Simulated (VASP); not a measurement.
# LiY3 (Im-3m) in VASP: further runs, part 2 of 2

VASP 6.6.1. The steps go on from the part before.

**4. Relaxation of cell and atoms, PBE**

This run uses another cell than the first one, of 30.65 Å³/atom.

INCAR reads:

```
SYSTEM = LiY3
ALGO = Fast
EDIFF = 1E-7
EDIFFG = -0.01
ENCUT = 600
GGA = PE
IBRION = 2
ISIF = 3
ISMEAR = 0
LASPH = .TRUE.
LCHARG = .FALSE.
LREAL = .FALSE.
LWAVE = .FALSE.
NELM = 80
NSW = 100
PREC = Accurate
SIGMA = 0.1
```

KPOINTS reads:

```
k-points
0
G
  10 10 10
  0 0 0
```

POSCAR reads:

```
LiY3
1.0
   -3.1294396023      3.1294396023      3.1294396023
    3.1294396023     -3.1294396023      3.1294396023
    3.1294396023      3.1294396023     -3.1294396023
Li Y
1 3
Direct
    0.0000000000      0.0000000000      0.0000000000
    0.0000000000      0.5000000000      0.5000000000
    0.5000000000      0.0000000000      0.5000000000
    0.5000000000      0.5000000000      0.0000000000
```

Potentials or basis: VASP PAW PBE potentials, release 64 (Li_sv, Y_sv).

Command:

```
$ cat potpaw_PBE.64/Li_sv/POTCAR potpaw_PBE.64/Y_sv/POTCAR > POTCAR
$ mpirun -np 1 vasp_std > vasp.out
```

OUTCAR:

```text
SYSTEM = LiY3
   EDIFF = 1E-7
   EDIFFG = -0.01
   ENCUT = 600
   GGA = PE
   IBRION = 2
   ISIF = 3
   ISMEAR = 0
   LASPH = .TRUE.
   LREAL = .FALSE.
   NELM = 80
   NSW = 100
   PREC = Accurate

 ion  position               nearest neighbor table
   1  0.000  0.000  0.000-   2 3.13   3 3.13   4 3.13   2 3.13   3 3.13   4 3.13
   2  0.000  0.500  0.500-   1 3.13   3 3.13   4 3.13   1 3.13   4 3.13   3 3.13
   3  0.500  0.000  0.500-   1 3.13   2 3.13   4 3.13   4 3.13   1 3.13   2 3.13
   4  0.500  0.500  0.000-   1 3.13   2 3.13   3 3.13   3 3.13   2 3.13   1 3.13

  LATTYP: Found a body centered cubic cell.
 ALAT       =     6.2588792046

  Lattice vectors:

 A1 = (  -3.1294396023,   3.1294396023,   3.1294396023)
 A2 = (   3.1294396023,  -3.1294396023,   3.1294396023)
 A3 = (   3.1294396023,   3.1294396023,  -3.1294396023)

Analysis of symmetry for initial positions (statically):
=====================================================================
 Subroutine PRICEL returns:
 Original cell was already a primitive cell.

 Routine SETGRP: Setting up the symmetry group for a
 body centered cubic supercell.

 Subroutine GETGRP returns: Found 48 space group operations
 (whereof 48 operations were pure point group operations)
 out of a pool of 48 trial point group operations.

The static configuration has the point symmetry O_h .

Analysis of symmetry for dynamics (positions and initial velocities):
=====================================================================
 Subroutine PRICEL returns:
 Original cell was already a primitive cell.

 Routine SETGRP: Setting up the symmetry group for a
 body centered cubic supercell.

 Subroutine GETGRP returns: Found 48 space group operations
 (whereof 48 operations were pure point group operations)
 out of a pool of 48 trial point group operations.

The dynamic configuration has the point symmetry O_h .

 Subroutine INISYM returns: Found 48 space group operations
 (whereof 48 operations are pure point group operations),
 and found     1 'primitive' translations

----------------------------------------------------------------------------------------

                                     Primitive cell

  volume of cell :     122.5913

  direct lattice vectors                    reciprocal lattice vectors
    -3.129439602  3.129439602  3.129439602     0.000000000  0.159773015  0.159773015
     3.129439602 -3.129439602  3.129439602     0.159773015  0.000000000  0.159773015
     3.129439602  3.129439602 -3.129439602     0.159773015  0.159773015  0.000000000

  length of vectors
     5.420348390  5.420348390  5.420348390     0.225953164  0.225953164  0.225953164

  position of ions in fractional coordinates (direct lattice)
     0.000000000  0.000000000  0.000000000
     0.000000000  0.500000000  0.500000000
     0.500000000  0.000000000  0.500000000
     0.500000000  0.500000000  0.000000000

  ion indices of the primitive-cell ions
   primitive index   ion index
                 1           1
                 2           2
                 3           3
                 4           4

[... 63 lines left out ...]
   ISTART =      0    job   : 0-new  1-cont  2-samecut
   ICHARG =      2    charge: 1-file 2-atom 10-const
   ISPIN  =      1    spin polarized calculation?
   LNONCOLLINEAR =      F non collinear calculations
   LSORBIT =      F    spin-orbit coupling
   LASPH  =      T    aspherical Exc in radial PAW
   ENCUT  =  600.0 eV  44.10 Ry    6.64 a.u.  10.83 10.83 10.83*2*pi/ulx,y,z
   NELM   =     80;   NELMIN=  2; NELMDL= -5     # of ELM steps
   EDIFF  = 0.1E-06   stopping-criterion for ELM
   LREAL  =      F    real-space projection
   EDIFFG = -.1E-01   stopping-criterion for IOM
   NSW    =    100    number of steps for IOM
   IBRION =      2    ionic relax: 0-MD 1-quasi-New 2-CG
   NFREE  =      1    steps in history (QN), initial steepest desc. (CG)
   ISIF   =      3    stress and relaxation
   ISYM   =      2    0-nonsym 1-usesym 2-fastsym
   POTIM  = 0.5000    time-step for ionic-motion
   TEBEG  =    0.0;   TEEND  =   0.0 temperature during run
   PSTRESS=    0.0 pullay stress
   NELECT =      36.0000    total number of electrons
   NUPDOWN=      -1.0000    fix difference up-down
   EMIN   =  10.00;   EMAX   =-10.00  energy-range for DOS
   EFERMI =   0.00;   METHOD = LEGACY
   ISMEAR =     0;   SIGMA  =   0.10  broadening in eV -4-tet -1-fermi 0-gaus
   EFERMI_NEDOS =   21; number of points for ismear=-14 and -15
   IALGO  =     68    algorithm
   IMIX   =      4    mixing-type and parameters
     AMIX     =   0.40;   BMIX     =  1.00
     AMIX_MAG =   1.60;   BMIX_MAG =  1.00
  volume/ion in A,a.u.               =      30.65       206.82
  Fermi-wavevector in a.u.,A,eV,Ry     =   1.088151  2.056307 16.110280  1.184072
  Thomas-Fermi vector in A             =   2.224326
   LORBIT       =      0    0 simple, 1 ext, 2 COOP (PROOUT), +10 PAW based schemes
   GGA     = PE    functional components
   LHFCALC =     F    Hartree Fock is set to
   AEXX    =    0.0000 exact exchange contribution
   IVDW    =     0    specifies the selected vdW correction
   LEPSILON=     F    determine dielectric tensor
   LRPA    =     F    only Hartree local field effects (RPA)
 conjugate gradient relaxation of ions
 non-spin polarized calculation
 RMM-DIIS sequential band-by-band and
 Gauss-broadening in eV      SIGMA  =   0.10
  energy-cutoff  :      600.00
  volume of cell :      122.59
 maximum number of plane-waves:      4124
 NGX is ok and might be reduce to    48
   NGX = 21   NGY = 21   NGZ = 21

--------------------------------------- Ionic step        1  -------------------------------------------

 number of electron      36.0000002 magnetization

 Free energy of the ion-electron system (eV)
  ---------------------------------------------------
  ext. energy  EPLUGINS =         0.00000000
  ---------------------------------------------------
  free energy    TOTEN  =       -18.80444219 eV

  energy without entropy =      -18.77829982  energy(sigma->0) =      -18.79137100

------------------------ aborting loop EDIFF was not reached (unconverged)  ----------------------------

  FORCE on cell =-STRESS in cart. coord.  units (eV):
  Direction    XX          YY          ZZ          XY          YZ          ZX
  --------------------------------------------------------------------------------------
  -------------------------------------------------------------------------------------
  Total        0.0718354      0.0718354      0.0718354     -0.0000000      0.0000000      0.0000000
  in kB        0.9388349      0.9388349      0.9388349     -0.0000000      0.0000000      0.0000000
  external PRESSURE =       0.9388349 kB  Pullay stress =       0.0000000 kB
[... 95 lines left out ...]
  FREE ENERGIE OF THE ION-ELECTRON SYSTEM (eV)
  ---------------------------------------------------
  free  energy   TOTEN  =       -18.8051445174 eV

  energy  without entropy=      -18.7779564648  energy(sigma->0) =      -18.79155049

[... ionic steps 4 to 19 ...]

--------------------------------------- Ionic step       20  -------------------------------------------

 number of electron      36.0000002 magnetization

------------------------ aborting loop because EDIFF is reached ----------------------------------------
[... 71 lines left out ...]
--------------------------------------- Ionic step       22  -------------------------------------------

 number of electron      36.0000001 magnetization

 Free energy of the ion-electron system (eV)
  ---------------------------------------------------
  ext. energy  EPLUGINS =         0.00000000
  ---------------------------------------------------
  free energy    TOTEN  =       -18.80566137 eV

  energy without entropy =      -18.77893246  energy(sigma->0) =      -18.79229691

 E-fermi :   2.3851     XC(G=0):  -8.8989

 val. band max:        2.3801113463   @ k =   0.5000   0.5000   0.5000
 cond. band min:       2.3937783630   @ k =   0.5000   0.5000   0.5000
 fundamental gap:      0.0136670167
 Fermi energy:         2.3851267816

 k-point     1 :       0.0000    0.0000    0.0000
  band No.  band energies     occupation
      1     -44.0262      2.00000
      2     -40.5247      2.00000
      3     -40.3605      2.00000
      4     -40.3605      2.00000
      5     -20.9271      2.00000
      6     -20.9271      2.00000
[... 589 lines left out ...]
     21       3.6093      0.00000
     22       4.1817      0.00000

 [... further k-points ...]

------------------------ aborting loop because EDIFF is reached ----------------------------------------

  FORCE on cell =-STRESS in cart. coord.  units (eV):
  Direction    XX          YY          ZZ          XY          YZ          ZX
  --------------------------------------------------------------------------------------
  -------------------------------------------------------------------------------------
  Total        0.0258173      0.0258173      0.0258173     -0.0000000      0.0000000     -0.0000000
  in kB        0.3401678      0.3401678      0.3401678     -0.0000000      0.0000000     -0.0000000
  external PRESSURE =       0.3401678 kB  Pullay stress =       0.0000000 kB
[... 19 lines left out ...]
  FREE ENERGIE OF THE ION-ELECTRON SYSTEM (eV)
  ---------------------------------------------------
  free  energy   TOTEN  =       -18.8056613667 eV

  energy  without entropy=      -18.7789324597  energy(sigma->0) =      -18.79229691

 reached required accuracy - stopping structural energy minimisation
```

CONTCAR:

```text
LiY3
   1.00000000000000
    -3.1209690165981416    3.1209690165981416    3.1209690165981416
     3.1209690165981416   -3.1209690165981416    3.1209690165981416
     3.1209690165981416    3.1209690165981416   -3.1209690165981416
  Li              Y
     1     3
Direct
     1.0000000000000000    1.0000000000000000    0.0000000000000000
     0.0000000000000000    0.5000000000000000    0.5000000000000000
     0.5000000000000000    0.0000000000000000    0.5000000000000000
     0.5000000000000000    0.5000000000000000    1.0000000000000000

  0.00000000E+00  0.00000000E+00  0.00000000E+00
  0.00000000E+00  0.00000000E+00  0.00000000E+00
  0.00000000E+00  0.00000000E+00  0.00000000E+00
  0.00000000E+00  0.00000000E+00  0.00000000E+00
```

Wall time 50 min (1 thread of Intel Xeon 6975P-C (Granite Rapids), shared host); peak memory 0.48 GiB.

Results:

```
Free energy                           : -18.8057 eV
Relaxed volume                        : 30.40 Å³/atom
Relaxed cell                          : a = 5.406 Å, b = 5.406 Å, c = 5.406 Å, α = 109.47°, β = 109.47°, γ = 109.47°
Space group after relaxing (to 0.1 Å) : Im-3m (No. 229)
Energy gained by relaxing             : 0.3 meV/atom
Ionic steps                           : 22
Pressure after relaxing               : 0.0 GPa
Band gap on the k mesh                : zero (bands 18 and 19 overlap by 1.47 eV)
```

Step by step:
```
step  energy change (eV)  largest force (eV/Å)  pressure (GPa)  volume (Å³)
   1              0.0000                0.0000            0.09       122.59
   2             -0.0004                0.0000           -0.24       122.91
   3             -0.0007                0.0000           -0.17       122.68
   4             -0.0008                0.0000           -0.17       122.62
   5             -0.0008                0.0000           -0.17       122.60
   6             -0.0008                0.0000           -0.17       122.60
   7             -0.0008                0.0000           -0.17       122.59
   8             -0.0008                0.0000           -0.17       122.59
   9             -0.0008                0.0000           -0.17       122.59
  10             -0.0008                0.0000           -0.17       122.59
  11             -0.0008                0.0000           -0.17       122.59
  12             -0.0008                0.0000           -0.17       122.59
  13             -0.0008                0.0000           -0.17       122.59
  14             -0.0008                0.0000           -0.17       122.59
  15             -0.0008                0.0000           -0.17       122.59
  16             -0.0008                0.0000           -0.17       122.59
  17             -0.0008                0.0000           -0.17       122.59
  18             -0.0008                0.0000           -0.17       122.59
  19             -0.0008                0.0000           -0.17       122.59
  20             -0.0009                0.0000           -0.13       122.45
  21             -0.0011                0.0000           -0.06       122.16
  22             -0.0012                0.0000            0.03       121.60
```

Final structure:
```
Li Y
1.0
    -3.12097    3.12097    3.12097
     3.12097   -3.12097    3.12097
     3.12097    3.12097   -3.12097
Li Y
1 3
Direct
  0.00000 0.00000 0.00000
  0.00000 0.50000 0.50000
  0.50000 0.00000 0.50000
  0.50000 0.50000 0.00000
```

Levels at points of the mesh, in eV from the Fermi level:
| k point | band 16 | band 17 | band 18 | band 19 | band 20 | band 21 |
| --- | --- | --- | --- | --- | --- | --- |
| (0.00, 0.00, 0.00) | -1.32 | -1.32 | -0.43 | -0.43 | 0.29 | 2.77 |
| (0.50, 0.00, 0.00) | -1.10 | -0.11 | 0.32 | 0.33 | 0.80 | 1.12 |
| (0.50, 0.50, 0.50) | -1.32 | -0.06 | -0.01 | -0.01 | -0.01 | 0.01 |

Caveat: the cutoff is under 1.25 times the usual one of these potentials, so pressure, stress and relaxed cells hold a basis-set (Pulay) error.

**5. Overview**

| task | cell | k mesh | cutoff (eV) | gap on the mesh (eV) | pressure (GPa) | relaxed volume (Å³/atom) |
| --- | --- | --- | --- | --- | --- | --- |
| single point | a = 5.090 Å, angles 109.5°, 4 atoms | 4 × 4 × 4 | 520 | none | - | - |
| relaxation of cell and atoms | relaxed from a = 5.090 Å, angles 109.5°, 4 atoms | 4 × 4 × 4 | 600 | - | -0.1 | 30.97 |
| relaxation of cell and atoms | relaxed from a = 5.420 Å, angles 109.5°, 4 atoms | 10 × 10 × 10 | 600 | none | 0.0 | 30.40 |

Alike in all rows: level PBE; potentials or basis VASP PAW PBE potentials, release 64 (Li_sv, Y_sv); no spin polarisation; smearing gaussian 0.1 eV.

Caveats: some runs use coarse meshes; the cutoff is under 1.25 times the usual one of these potentials, so pressure, stress and relaxed cells hold a basis-set (Pulay) error; the volume moved by over 15 % at a fixed basis, so the end points are rough (at least some runs); the highest band is partly filled, so the run has too few bands (at least some runs).

Absolute energies hang on the potentials; compare differences alone.
